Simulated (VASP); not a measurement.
A run of VASP 6.6.1 is set up as follows.

The input INCAR:

```
  PREC = Accurate
  ENCUT = 520
  EDIFF = 1E-6
  ISMEAR = 0
  SIGMA = 0.022
  LREAL = F
  LASPH = T
  NELM = 60
  ALGO = Normal
  ISIF = 2
  LWAVE = F
  LCHARG = F
  GGA = PE
  NBANDS = 16
```

KPOINTS

```
Automatic mesh
0
Gamma
  7 7 7
```

File POSCAR:

```
HgTe
1.0
    0.0000000000      3.2145000000      3.2145000000
    3.2145000000      0.0000000000      3.2145000000
    3.2145000000      3.2145000000      0.0000000000
Hg Te
1 1
Direct
    0.0000000000      0.0000000000      0.0000000000
    0.7500000000      0.7500000000      0.7500000000
```

Potentials or basis: VASP PAW PBE potentials, release 64 (Hg, Te).

Launch:

```bash
$ cat potpaw_PBE.64/Hg/POTCAR potpaw_PBE.64/Te/POTCAR > POTCAR
$ mpirun -np 1 vasp_std > vasp.out
```

Question: Estimate the band gap on the k mesh.

Answer: Zero (filled and empty bands touch).

Question: Predict the pressure.

Answer: 4.6 GPa.

Caveat: spin-orbit coupling is left out, which moves the levels of the heavy elements.
